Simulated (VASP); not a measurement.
# As in VASP: further runs

As is run at these levels: LDA; tasks: single point.

Everything below comes from runs of VASP 6.6.1. Logs are shortened: lines on timing, memory, paths and dates and some standing lists are left out, and cuts for length are marked.

**1. The cell of the first run**

The cell holds a slab with vacuum, 2 atoms: a = 3.575 Å, b = 3.575 Å, c = 26.416 Å, α = 90.00°, β = 90.00°, γ = 120.00°.

**2. Single point, LDA**

Contents of INCAR:

```
PREC = Accurate
ENCUT = 400
EDIFF = 1E-6
ISMEAR = 0
SIGMA = 0.01
LREAL = False
LASPH = True
NELM = 120
ALGO = Normal
ISIF = 2
LWAVE = False
LCHARG = True
LDIPOL = True
IDIPOL = 3
DIPOL = 0.5 0.5 0.347
GGA = CA
LELF = True
LVHAR = True
LVACPOTAV = True
NBANDS = 22
GGA_COMPAT = False
NELMDL = -8
```

Contents of KPOINTS:

```
Automatic mesh
0
Gamma
  12 12 1
```

Contents of POSCAR:

```
As
1.0
    3.5749013640      0.0000000000      0.0000000000
   -1.7874506820      3.0959553972      0.0000000000
    0.0000000000      0.0000000000     26.4156438000
As
2
Direct
    0.3333333333      0.6666666667      0.3206195636
    0.6666666667      0.3333333333      0.3724478490
```

Potentials or basis: VASP PAW LDA potentials, release 64 (As_d).

Launch:

```bash
$ cat potpaw_LDA.64/As_d/POTCAR > POTCAR
$ mpirun -np 1 vasp_std > vasp.out
```

OUTCAR:

```text
PREC = Accurate
   ENCUT = 400
   EDIFF = 1E-6
   ISMEAR = 0
   LREAL = False
   LASPH = True
   NELM = 120
   ISIF = 2
   GGA = CA
   NELMDL = -8

 ion  position               nearest neighbor table
   1  0.333  0.667  0.321-   2 2.48   2 2.48   2 2.48
   2  0.667  0.333  0.372-   1 2.48   1 2.48   1 2.48

  LATTYP: Found a hexagonal cell.
 ALAT       =     3.5749013640
 C/A-ratio  =     7.3891951442

  Lattice vectors:

 A1 = (   3.5749013640,   0.0000000000,   0.0000000000)
 A2 = (  -1.7874506820,   3.0959553972,   0.0000000000)
 A3 = (   0.0000000000,   0.0000000000,  26.4156438000)

Analysis of symmetry for initial positions (statically):
=====================================================================
 Subroutine PRICEL returns:
 Original cell was already a primitive cell.

 Routine SETGRP: Setting up the symmetry group for a
 hexagonal supercell.

 Subroutine GETGRP returns: Found 12 space group operations
 (whereof  6 operations were pure point group operations)
 out of a pool of 24 trial point group operations.

The static configuration has the point symmetry C_3v.
 The point group associated with its full space group is D_3d.

Analysis of symmetry for dynamics (positions and initial velocities):
=====================================================================
 Subroutine PRICEL returns:
 Original cell was already a primitive cell.

 Routine SETGRP: Setting up the symmetry group for a
 hexagonal supercell.

 Subroutine GETGRP returns: Found 12 space group operations
 (whereof  6 operations were pure point group operations)
 out of a pool of 24 trial point group operations.

The dynamic configuration has the point symmetry C_3v.
 The point group associated with its full space group is D_3d.

 Subroutine INISYM returns: Found 12 space group operations
 (whereof  6 operations are pure point group operations),
 and found     1 'primitive' translations

----------------------------------------------------------------------------------------

                                     Primitive cell

  volume of cell :     292.3613

  direct lattice vectors                    reciprocal lattice vectors
     3.574901364  0.000000000  0.000000000     0.279727998  0.161501035  0.000000000
    -1.787450682  3.095955397  0.000000000     0.000000000  0.323002069  0.000000000
     0.000000000  0.000000000 26.415643800     0.000000000  0.000000000  0.037856355

  length of vectors
     3.574901364  3.574901364 26.415643800     0.323002069  0.323002069  0.037856355

  position of ions in fractional coordinates (direct lattice)
     0.333333333  0.666666667  0.320619564
     0.666666667  0.333333333  0.372447849

  ion indices of the primitive-cell ions
   primitive index   ion index
                 1           1
                 2           2

----------------------------------------------------------------------------------------

 KPOINTS: Automatic mesh

Automatic generation of k-mesh.
 Grid dimensions read from file:
 generate k-points for:   12   12    1

 Generating k-lattice:

  Cartesian coordinates                     Fractional coordinates (reciprocal lattice)
     0.023310666  0.013458420  0.000000000     0.083333333  0.000000000  0.000000000
     0.000000000  0.026916839  0.000000000     0.000000000  0.083333333  0.000000000
     0.000000000  0.000000000  0.037856355     0.000000000  0.000000000  1.000000000

  Length of vectors
     0.026916839  0.026916839  0.037856355

  Shift w.r.t. Gamma in fractional coordinates (k-lattice)
     0.000000000  0.000000000  0.000000000

 Subroutine IBZKPT returns following result:
 ===========================================

 Found     19 irreducible k-points:

 Following reciprocal coordinates:
            Coordinates               Weight
  0.000000  0.000000  0.000000      1.000000
  0.083333 -0.000000  0.000000      6.000000
  0.166667 -0.000000  0.000000      6.000000
  0.250000 -0.000000  0.000000      6.000000
  0.333333 -0.000000  0.000000      6.000000
  0.416667 -0.000000  0.000000      6.000000
[... 11 lines left out ...]
  0.333333  0.250000  0.000000     12.000000
  0.333333  0.333333  0.000000      2.000000
   k-points           NKPTS =     19   k-points in BZ     NKDIM =     19   number of bands    NBANDS=     22
   number of dos      NEDOS =    301   number of ions     NIONS =      2
   total plane-waves  NPLWV = 103680
   dimension x,y,z NGX =    24 NGY =   24 NGZ =  180
   dimension x,y,z NGXF=    48 NGYF=   48 NGZF=  360
   ions per type =               2
   NGX,Y,Z   is equivalent  to a cutoff of  11.16, 11.16, 11.33 a.u.
   NGXF,Y,Z  is equivalent  to a cutoff of  22.32, 22.32, 22.66 a.u.
 SYSTEM =  unknown system
   PREC   = accura    normal or accurate (medium, high low for compatibility)
   ISTART =      0    job   : 0-new  1-cont  2-samecut
   ICHARG =      2    charge: 1-file 2-atom 10-const
   ISPIN  =      1    spin polarized calculation?
   LNONCOLLINEAR =      F non collinear calculations
   LSORBIT =      F    spin-orbit coupling
   LASPH  =      T    aspherical Exc in radial PAW
   ENCUT  =  400.0 eV  29.40 Ry    5.42 a.u.   5.83  5.83 43.08*2*pi/ulx,y,z
   NELM   =    120;   NELMIN=  2; NELMDL= -8     # of ELM steps
   EDIFF  = 0.1E-05   stopping-criterion for ELM
   LREAL  =      F    real-space projection
   EDIFFG = 0.1E-04   stopping-criterion for IOM
   NSW    =      0    number of steps for IOM
   IBRION =     -1    ionic relax: 0-MD 1-quasi-New 2-CG
   NFREE  =      0    steps in history (QN), initial steepest desc. (CG)
   ISIF   =      2    stress and relaxation
   ISYM   =      2    0-nonsym 1-usesym 2-fastsym
   POTIM  = 0.5000    time-step for ionic-motion
   TEBEG  =    0.0;   TEEND  =   0.0 temperature during run
   PSTRESS=    0.0 pullay stress
   NELECT =      30.0000    total number of electrons
   NUPDOWN=      -1.0000    fix difference up-down
   EMIN   =  10.00;   EMAX   =-10.00  energy-range for DOS
   EFERMI =   0.00;   METHOD = LEGACY
   ISMEAR =     0;   SIGMA  =   0.01  broadening in eV -4-tet -1-fermi 0-gaus
   EFERMI_NEDOS =   21; number of points for ismear=-14 and -15
   IALGO  =     38    algorithm
   IMIX   =      4    mixing-type and parameters
     AMIX     =   0.40;   BMIX     =  1.00
     AMIX_MAG =   1.60;   BMIX_MAG =  1.00
  volume/ion in A,a.u.               =     146.18       986.48
  Fermi-wavevector in a.u.,A,eV,Ry     =   0.766435  1.448352  7.992367  0.587422
  Thomas-Fermi vector in A             =   1.866773
   LORBIT       =      0    0 simple, 1 ext, 2 COOP (PROOUT), +10 PAW based schemes
   GGA     = CA    functional components
   LHFCALC =     F    Hartree Fock is set to
   AEXX    =    0.0000 exact exchange contribution
   IVDW    =     0    specifies the selected vdW correction
   LEPSILON=     F    determine dielectric tensor
   LRPA    =     F    only Hartree local field effects (RPA)
 non-spin polarized calculation
 Gauss-broadening in eV      SIGMA  =   0.01
  energy-cutoff  :      400.00
  volume of cell :      292.36
 maximum number of plane-waves:      5346
 NGX is ok and might be reduce to    24
   NGX = 11   NGY = 11   NGZ = 87

 dipolmoment           0.000000      0.000000      0.000001 electrons x Angstroem

 number of electron      30.0000015 magnetization

 dipolmoment           0.000000      0.000000     -0.000001 electrons x Angstroem

 Free energy of the ion-electron system (eV)
  ---------------------------------------------------
  ext. energy  EPLUGINS =         0.00000000
  ---------------------------------------------------
  free energy    TOTEN  =       -10.45775950 eV

  energy without entropy =      -10.45775950  energy(sigma->0) =      -10.45775950

 E-fermi :  -4.3778     XC(G=0):  -2.1625

 val. band max:       -4.4451757257   @ k =   0.0000   0.0000   0.0000
 cond. band min:      -2.8535982443   @ k =   0.3333  -0.0000   0.0000
 fundamental gap:      1.5915774814
 Fermi energy:        -4.3777754850

 k-point     1 :       0.0000    0.0000    0.0000
  band No.  band energies     occupation
      1     -39.6745      2.00000
      2     -39.6745      2.00000
      3     -39.6304      2.00000
      4     -39.6304      2.00000
      5     -39.5801      2.00000
      6     -39.5512      2.00000
[... 14 lines left out ...]
     21       1.3929      0.00000
     22       1.6832      0.00000

 k-point     2 :       0.0833   -0.0000    0.0000
  band No.  band energies     occupation
      1     -39.6742      2.00000
      2     -39.6723      2.00000
      3     -39.6299      2.00000
      4     -39.6287      2.00000
      5     -39.5799      2.00000
      6     -39.5523      2.00000
[... 14 lines left out ...]
     21       1.5007      0.00000
     22       1.7941      0.00000

 k-point     3 :       0.1667   -0.0000    0.0000
  band No.  band energies     occupation
      1     -39.6736      2.00000
      2     -39.6660      2.00000
      3     -39.6282      2.00000
      4     -39.6238      2.00000
      5     -39.5791      2.00000
      6     -39.5556      2.00000
[... 14 lines left out ...]
     21       1.8181      0.00000
     22       2.1168      0.00000

 k-point     4 :       0.2500   -0.0000    0.0000
  band No.  band energies     occupation
      1     -39.6727      2.00000
      2     -39.6570      2.00000
      3     -39.6250      2.00000
      4     -39.6165      2.00000
      5     -39.5780      2.00000
      6     -39.5610      2.00000
[... 14 lines left out ...]
     21       2.3465      0.00000
     22       2.6268      0.00000

 k-point     5 :       0.3333   -0.0000    0.0000
  band No.  band energies     occupation
      1     -39.6717      2.00000
      2     -39.6480      2.00000
      3     -39.6187      2.00000
      4     -39.6075      2.00000
      5     -39.5775      2.00000
      6     -39.5681      2.00000
[... 292 lines left out ...]
 k-point    17 :       0.2500    0.2500    0.0000
  band No.  band energies     occupation
      1     -39.6723      2.00000
      2     -39.6292      2.00000
      3     -39.6155      2.00000
      4     -39.5958      2.00000
      5     -39.5836      2.00000
      6     -39.5743      2.00000
[... 14 lines left out ...]
     21       3.9410      0.00000
     22       4.1079      0.00000

 k-point    18 :       0.3333    0.2500    0.0000
  band No.  band energies     occupation
      1     -39.6722      2.00000
      2     -39.6224      2.00000
      3     -39.6086      2.00000
      4     -39.5946      2.00000
      5     -39.5858      2.00000
      6     -39.5756      2.00000
[... 14 lines left out ...]
     21       4.3544      0.00000
     22       4.8087      0.00000

 k-point    19 :       0.3333    0.3333    0.0000
  band No.  band energies     occupation
      1     -39.6723      2.00000
      2     -39.6121      2.00000
      3     -39.6121      2.00000
      4     -39.6005      2.00000
      5     -39.5763      2.00000
      6     -39.5763      2.00000
[... 14 lines left out ...]
     21       4.5437      0.00000
     22       5.3899      0.00000

------------------------ aborting loop because EDIFF is reached ----------------------------------------

 vacuum level on the upper side and lower side of the slab       (xc-potential included)        -0.133        -0.129

  FORCE on cell =-STRESS in cart. coord.  units (eV):
  Direction    XX          YY          ZZ          XY          YZ          ZX
  --------------------------------------------------------------------------------------
  -------------------------------------------------------------------------------------
  Total       -0.8203096     -0.8203096     -0.0729197      0.0000000     -0.0000000      0.0000000
  in kB       -4.4954009     -4.4954009     -0.3996090      0.0000000     -0.0000000      0.0000000
  external PRESSURE =      -3.1301369 kB  Pullay stress =       0.0000000 kB

 VOLUME and BASIS-vectors are now :
 -----------------------------------------------------------------------------
  energy-cutoff  :      400.00
  volume of cell :      292.36
      direct lattice vectors                 reciprocal lattice vectors
     3.574901364  0.000000000  0.000000000     0.279727998  0.161501035  0.000000000
    -1.787450682  3.095955397  0.000000000     0.000000000  0.323002069  0.000000000
     0.000000000  0.000000000 26.415643800     0.000000000  0.000000000  0.037856355

 POSITION                                       TOTAL-FORCE (eV/Angst)
 -----------------------------------------------------------------------------------
     -0.00000      2.06397      8.46937         0.000000      0.000000      0.000473
      1.78745      1.03199      9.83845        -0.000000     -0.000000     -0.000473
 -----------------------------------------------------------------------------------
    total drift:                                0.000000     -0.000000     -0.000754

  FREE ENERGIE OF THE ION-ELECTRON SYSTEM (eV)
  ---------------------------------------------------
  free  energy   TOTEN  =       -10.4577595030 eV

  energy  without entropy=      -10.4577595030  energy(sigma->0) =      -10.45775950

 vacuum level on the upper side and lower side of the slab         1.238         1.238
```

Run time: 94 s. Hardware: 1 thread of Intel Xeon Platinum 8259CL at 2.50GHz (Skylake/Cascade Lake), shared host; peak memory 0.26 GiB.

What came out:

```yaml
Free_energy: -10.4578 eV
Band_gap_on_the_k_mesh: 1.59 eV (least direct gap 1.94 eV)
Ionisation_potential_of_the_upper_face: 5.68 eV
```

**3. Single point, LDA**

This run uses another cell than the first one.

Contents of INCAR:

```
SYSTEM = As
ALGO = Normal
DIPOL = 0.5 0.5 0.347
EDIFF = 1E-6
ENCUT = 400
GGA = CA
GGA_COMPAT = .FALSE.
IDIPOL = 3
ISIF = 2
ISMEAR = -1
LASPH = .TRUE.
LCHARG = .FALSE.
LDIPOL = .TRUE.
LREAL = .FALSE.
LWAVE = .FALSE.
NBANDS = 22
NELM = 120
NELMDL = -8
PREC = Accurate
SIGMA = 0.02
```

Contents of KPOINTS:

```
k-points
0
G
  12 12 1
  0 0 0
```

Contents of POSCAR:

```
As
1.0
    3.5131999719      0.0000000000      0.0000000000
   -1.7565999859      3.0425204243      0.0000000000
    0.0000000000      0.0000000000     26.4156438000
As
2
Direct
    0.3333333333      0.6666666667      0.3203839930
    0.6666666667      0.3333333333      0.3726834196
```

Potentials or basis: VASP PAW LDA potentials, release 64 (As_d).

Launch:

```bash
$ cat potpaw_LDA.64/As_d/POTCAR > POTCAR
$ mpirun -np 1 vasp_std > vasp.out
```

OUTCAR:

```text
SYSTEM = As
   EDIFF = 1E-6
   ENCUT = 400
   GGA = CA
   ISIF = 2
   ISMEAR = -1
   LASPH = .TRUE.
   LREAL = .FALSE.
   NELM = 120
   NELMDL = -8
   PREC = Accurate

 ion  position               nearest neighbor table
   1  0.333  0.667  0.320-   2 2.45   2 2.45   2 2.45
   2  0.667  0.333  0.373-   1 2.45   1 2.45   1 2.45

  LATTYP: Found a hexagonal cell.
 ALAT       =     3.5131999719
 C/A-ratio  =     7.5189696036

  Lattice vectors:

[... 663 lines left out ...]

  FORCE on cell =-STRESS in cart. coord.  units (eV):
  Direction    XX          YY          ZZ          XY          YZ          ZX
  --------------------------------------------------------------------------------------
  -------------------------------------------------------------------------------------
  Total       -0.0051144     -0.0051144      0.0175606     -0.0000000      0.0000000      0.0000000
  in kB       -0.0290206     -0.0290206      0.0996443     -0.0000000      0.0000000      0.0000000
  external PRESSURE =       0.0138677 kB  Pullay stress =       0.0000000 kB

 VOLUME and BASIS-vectors are now :
 -----------------------------------------------------------------------------
  energy-cutoff  :      400.00
  volume of cell :      282.36
      direct lattice vectors                 reciprocal lattice vectors
     3.513199972  0.000000000  0.000000000     0.284640786  0.164337434  0.000000000
    -1.756599986  3.042520424  0.000000000     0.000000000  0.328674868  0.000000000
     0.000000000  0.000000000 26.415643800     0.000000000  0.000000000  0.037856355

 POSITION                                       TOTAL-FORCE (eV/Angst)
 -----------------------------------------------------------------------------------
     -0.00000      2.02835      8.46315         0.000000      0.000000     -0.064694
      1.75660      1.01417      9.84467         0.000000     -0.000000      0.064694
 -----------------------------------------------------------------------------------
    total drift:                                0.000001      0.000000     -0.000885

  FREE ENERGIE OF THE ION-ELECTRON SYSTEM (eV)
  ---------------------------------------------------
  free  energy   TOTEN  =       -10.4701874018 eV

  energy  without entropy=      -10.4701874018  energy(sigma->0) =      -10.47018740

 vacuum level on the upper side and lower side of the slab         1.268         1.268
```

stdout:

```text
POSCAR found type information on POSCAR As
 POSCAR found :  1 types and       2 ions
 scaLAPACK will be used
 LDA part: xc-table for (Slater(with rela. corr.)+CA(PZ))
 , standard interpolation
 POSCAR, INCAR and KPOINTS ok, starting setup
 FFT: planning ... GRIDC
 FFT: planning ... GRID_SOFT
 FFT: planning ... GRID
 WAVECAR not read
 entering main loop
```

Run time: 61 s. Hardware: 1 thread of Intel Xeon Platinum 8375C at 2.90GHz (Ice Lake), shared host; peak memory 0.26 GiB.

What came out:

```
Free energy            : -10.4702 eV
Largest force          : 0.065 eV/Å
Band gap on the k mesh : 1.43 eV (least direct gap 2.12 eV)
```

Forces in eV/Å, atoms in the order of the input:
```
As   0.000  0.000 -0.065
As   0.000  0.000  0.065
```

Levels at points of the mesh, in eV from the valence-band top:
```csv
k point,band 12,band 13,band 14,band 15,band 16,band 17,band 18,band 19
"(0.00, 0.00, 0.00)",-7.42,-0.84,0.00,0.00,2.12,3.58,3.58,4.87
"(0.50, 0.00, 0.00)",-9.40,-3.70,-2.05,-1.82,1.84,2.96,4.60,6.09
```
